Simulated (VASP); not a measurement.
# Li (Im-3m) in VASP: further runs

The runs below take Li through single point, with PBEsol.

Program: VASP 6.6.1. These are calculated values, not measurements. Logs are shortened: lines on timing, memory, paths and dates and some standing lists are left out, and cuts for length are marked.

### 1 The cell of the first run

The structure is cubic, space group Im-3m (No. 229). Conventional cell: a = 3.238 Å, b = 3.238 Å, c = 3.238 Å, α = 90.00°, β = 90.00°, γ = 90.00°. Within 3.7 Å of Li (site symmetry m-3m) lie 14 Li at 2.80 to 3.24 Å.

### 2 Single point, PBEsol (16.98 Å³/atom)

The input, INCAR:

```
PREC = Accurate
ENCUT = 750
EDIFF = 1E-6
ISMEAR = -1
SIGMA = 0.08
LREAL = F
LASPH = T
NELM = 120
ALGO = Normal
ISIF = 2
LWAVE = F
LCHARG = F
GGA = PS
NBANDS = 8
GGA_COMPAT = F
```

The input, KPOINTS:

```
Automatic mesh
0
Gamma
  16 16 16
```

The input, POSCAR:

```
Li
1.0
   -1.6190435635      1.6190435635      1.6190435635
    1.6190435635     -1.6190435635      1.6190435635
    1.6190435635      1.6190435635     -1.6190435635
Li
1
Direct
    0.0000000000      0.0000000000      0.0000000000
```

Potentials or basis: VASP PAW PBE potentials, release 64 (Li_sv).

Launch:

```console
$ cat potpaw_PBE.64/Li_sv/POTCAR > POTCAR
$ mpirun -np 1 vasp_std > vasp.out
```

OUTCAR:

```text
PREC = Accurate
   ENCUT = 750
   EDIFF = 1E-6
   ISMEAR = -1
   LREAL = F
   LASPH = T
   NELM = 120
   ISIF = 2
   GGA = PS

 ion  position               nearest neighbor table
   1  0.000  0.000  0.000-

  LATTYP: Found a body centered cubic cell.
 ALAT       =     3.2380871270

  Lattice vectors:

 A1 = (  -1.6190435635,   1.6190435635,   1.6190435635)
 A2 = (   1.6190435635,  -1.6190435635,   1.6190435635)
 A3 = (   1.6190435635,   1.6190435635,  -1.6190435635)

Analysis of symmetry for initial positions (statically):
=====================================================================
 Subroutine PRICEL returns:
 Original cell was already a primitive cell.

 Routine SETGRP: Setting up the symmetry group for a
 body centered cubic supercell.

 Subroutine GETGRP returns: Found 48 space group operations
 (whereof 48 operations were pure point group operations)
 out of a pool of 48 trial point group operations.

The static configuration has the point symmetry O_h .

Analysis of symmetry for dynamics (positions and initial velocities):
=====================================================================
 Subroutine PRICEL returns:
 Original cell was already a primitive cell.

 Routine SETGRP: Setting up the symmetry group for a
 body centered cubic supercell.

 Subroutine GETGRP returns: Found 48 space group operations
 (whereof 48 operations were pure point group operations)
 out of a pool of 48 trial point group operations.

The dynamic configuration has the point symmetry O_h .

 Subroutine INISYM returns: Found 48 space group operations
 (whereof 48 operations are pure point group operations),
 and found     1 'primitive' translations

----------------------------------------------------------------------------------------

                                     Primitive cell

  volume of cell :      16.9760

  direct lattice vectors                    reciprocal lattice vectors
    -1.619043564  1.619043564  1.619043564     0.000000000  0.308824303  0.308824303
     1.619043564 -1.619043564  1.619043564     0.308824303  0.000000000  0.308824303
     1.619043564  1.619043564 -1.619043564     0.308824303  0.308824303  0.000000000

  length of vectors
     2.804265712  2.804265712  2.804265712     0.436743518  0.436743518  0.436743518

  position of ions in fractional coordinates (direct lattice)
     0.000000000  0.000000000  0.000000000

  ion indices of the primitive-cell ions
   primitive index   ion index
                 1           1

[... 71 lines left out ...]
   EDIFF  = 0.1E-05   stopping-criterion for ELM
   LREAL  =      F    real-space projection
   EDIFFG = 0.1E-04   stopping-criterion for IOM
   NSW    =      0    number of steps for IOM
   IBRION =     -1    ionic relax: 0-MD 1-quasi-New 2-CG
   NFREE  =      0    steps in history (QN), initial steepest desc. (CG)
   ISIF   =      2    stress and relaxation
   ISYM   =      2    0-nonsym 1-usesym 2-fastsym
   POTIM  = 0.5000    time-step for ionic-motion
   TEBEG  =    0.0;   TEEND  =   0.0 temperature during run
   PSTRESS=    0.0 pullay stress
   NELECT =       3.0000    total number of electrons
   NUPDOWN=      -1.0000    fix difference up-down
   EMIN   =  10.00;   EMAX   =-10.00  energy-range for DOS
   EFERMI =   0.00;   METHOD = LEGACY
   ISMEAR =    -1;   SIGMA  =   0.08  broadening in eV -4-tet -1-fermi 0-gaus
   EFERMI_NEDOS =   21; number of points for ismear=-14 and -15
   IALGO  =     38    algorithm
   IMIX   =      4    mixing-type and parameters
     AMIX     =   0.40;   BMIX     =  1.00
     AMIX_MAG =   1.60;   BMIX_MAG =  1.00
  volume/ion in A,a.u.               =      16.98       114.56
  Fermi-wavevector in a.u.,A,eV,Ry     =   0.918692  1.736077 11.483255  0.843995
  Thomas-Fermi vector in A             =   2.043802
   LORBIT       =      0    0 simple, 1 ext, 2 COOP (PROOUT), +10 PAW based schemes
   GGA     = PS    functional components
   LHFCALC =     F    Hartree Fock is set to
   AEXX    =    0.0000 exact exchange contribution
   IVDW    =     0    specifies the selected vdW correction
   LEPSILON=     F    determine dielectric tensor
   LRPA    =     F    only Hartree local field effects (RPA)
 non-spin polarized calculation
  energy-cutoff  :      750.00
  volume of cell :       16.98
 maximum number of plane-waves:       811
 NGX is ok and might be reduce to    28
   NGX = 13   NGY = 13   NGZ = 13

 number of electron       3.0000002 magnetization

 Free energy of the ion-electron system (eV)
  ---------------------------------------------------
  ext. energy  EPLUGINS =         0.00000000
  ---------------------------------------------------
  free energy    TOTEN  =        -1.94288793 eV

  energy without entropy =       -1.93293577  energy(sigma->0) =       -1.93791185

 E-fermi :   1.1497     XC(G=0):  -7.4659

 val. band max:        1.1390370981   @ k =   0.3750   0.0625   0.0625
 cond. band min:       1.1667740126   @ k =   0.3125   0.1875   0.0000
 fundamental gap:      0.0277369146
 Fermi energy:         1.1497018526

 k-point     1 :       0.0000    0.0000    0.0000
  band No.  band energies     occupation
      1     -44.4591      2.00000
      2      -2.6281      2.00000
      3      17.7205      0.00000
      4      17.7205      0.00000
      5      17.7205      0.00000
      6      22.8642      0.00000
      7      22.8642      0.00000
      8      22.8642      0.00000
[... 243 lines left out ...]
 k-point    24 :       0.2500    0.1875    0.0000
  band No.  band energies     occupation
      1     -44.4233      2.00000
      2       0.2797      1.99996
      3       7.8651      0.00000
      4      10.5500      0.00000
      5      13.7932      0.00000
      6      20.3100      0.00000
      7      21.3347      0.00000
      8      25.1357      0.00000

 [... further k-points ...]
[... 5 lines left out ...]
  --------------------------------------------------------------------------------------
  -------------------------------------------------------------------------------------
  Total        0.3272772      0.3272772      0.3272772     -0.0000000     -0.0000000     -0.0000000
  in kB       30.8880681     30.8880681     30.8880681     -0.0000000     -0.0000000     -0.0000000
  external PRESSURE =      30.8880681 kB  Pullay stress =       0.0000000 kB

 VOLUME and BASIS-vectors are now :
 -----------------------------------------------------------------------------
  energy-cutoff  :      750.00
  volume of cell :       16.98
      direct lattice vectors                 reciprocal lattice vectors
    -1.619043564  1.619043564  1.619043564     0.000000000  0.308824303  0.308824303
     1.619043564 -1.619043564  1.619043564     0.308824303  0.000000000  0.308824303
     1.619043564  1.619043564 -1.619043564     0.308824303  0.308824303  0.000000000

 POSITION                                       TOTAL-FORCE (eV/Angst)
 -----------------------------------------------------------------------------------
      0.00000      0.00000      0.00000         0.000000     -0.000000     -0.000000
 -----------------------------------------------------------------------------------
    total drift:                               -0.000000     -0.000000     -0.000000

  FREE ENERGIE OF THE ION-ELECTRON SYSTEM (eV)
  ---------------------------------------------------
  free  energy   TOTEN  =        -1.9428879263 eV

  energy  without entropy=       -1.9329357656  energy(sigma->0) =       -1.93791185
```

OSZICAR:

```text
N       E                     dE             d eps       ncg     rms          rms(c)
DAV:   1     0.139234512512E+00    0.13923E+00   -0.91987E+02  2320   0.341E+02
DAV:   2    -0.191172702927E+01   -0.20510E+01   -0.20001E+01  3376   0.371E+01
DAV:   3    -0.194293172178E+01   -0.31205E-01   -0.31198E-01  2640   0.377E+00
DAV:   4    -0.194351602753E+01   -0.58431E-03   -0.58430E-03  3392   0.337E-01
DAV:   5    -0.194351740016E+01   -0.13726E-05   -0.13727E-05  2800   0.133E-02    0.245E-01
DAV:   6    -0.194290853117E+01    0.60887E-03   -0.91394E-04  2928   0.140E-01    0.138E-01
DAV:   7    -0.194287062941E+01    0.37902E-04   -0.22684E-03  2496   0.218E-01    0.403E-02
DAV:   8    -0.194288855109E+01   -0.17922E-04   -0.89647E-05  2792   0.860E-02    0.210E-03
DAV:   9    -0.194288792626E+01    0.62483E-06   -0.25579E-06  3280   0.141E-02
   1 F= -.19428879E+01 E0= -.19379118E+01  d E =-.995216E-02
```

It took 18 s on 1 thread of Intel Xeon Platinum 8259CL at 2.50GHz (Skylake/Cascade Lake), shared host; peak memory 0.16 GiB.

Results:

```
Free energy            : -1.9429 eV
Pressure               : 3.1 GPa
Band gap on the k mesh : zero (an odd number of electrons rules out a gap without spin polarisation)
```

Caveat: the cell stands under pressure; the PAW data sets were made with another functional, which shifts forces and pressure a little.

### 3 Single point, PBEsol (18.59 Å³/atom)

This run uses another cell than the first one, of 18.59 Å³/atom.

The input, INCAR:

```
SYSTEM = Li
PREC     = Accurate       ! precision mode
ENCUT    = 750            ! plane-wave cutoff, eV
EDIFF    = 1E-6           ! SCF threshold, eV
ISMEAR   = -1             ! smearing method
SIGMA    = 0.08           ! smearing width, eV
LREAL    = .FALSE.        ! projectors in reciprocal space
LASPH    = .TRUE.         ! aspherical terms in the spheres
NELM     = 120            ! most SCF steps
ALGO     = Normal         ! electronic algorithm
ISIF     = 2              ! what is computed and relaxed
LWAVE    = .FALSE.        ! write WAVECAR
LCHARG   = .FALSE.        ! write CHGCAR
GGA      = PS             ! functional
NBANDS   = 8              ! bands
GGA_COMPAT= .FALSE.
```

The input, KPOINTS:

```
regular mesh
0
G
  16 16 16
  0 0 0
```

The input, POSCAR:

```
Li
1.0
   -1.6688912905      1.6688912905      1.6688912905
    1.6688912905     -1.6688912905      1.6688912905
    1.6688912905      1.6688912905     -1.6688912905
Li
1
Direct
    0.0000000000      0.0000000000      0.0000000000
```

Potentials or basis: VASP PAW PBE potentials, release 64 (Li_sv).

Launch:

```console
$ cat potpaw_PBE.64/Li_sv/POTCAR > POTCAR
$ mpirun -np 1 vasp_std > vasp.out
```

It took 18 s on 1 thread of Intel Xeon Platinum 8259CL at 2.50GHz (Skylake/Cascade Lake), shared host; peak memory 0.16 GiB.

It converged, with:

```
Free energy            : -1.9656 eV
Pressure               : 1.2 GPa
Band gap on the k mesh : zero (an odd number of electrons rules out a gap without spin polarisation)
```

Levels at points of the mesh, in eV from the Fermi level:
| k point | band 1 | band 2 | band 3 | band 4 |
| --- | --- | --- | --- | --- |
| (0.00, 0.00, 0.00) | -45.75 | -3.67 | 15.55 | 15.55 |
| (0.50, 0.00, 0.00) | -45.72 | 0.23 | 3.56 | 11.01 |
| (0.50, 0.50, 0.50) | -45.70 | 5.85 | 5.85 | 5.85 |

Caveat: the PAW data sets were made with another functional, which shifts forces and pressure a little.

The gap in the log of VASP goes by the Fermi energy; the results here count the filled bands.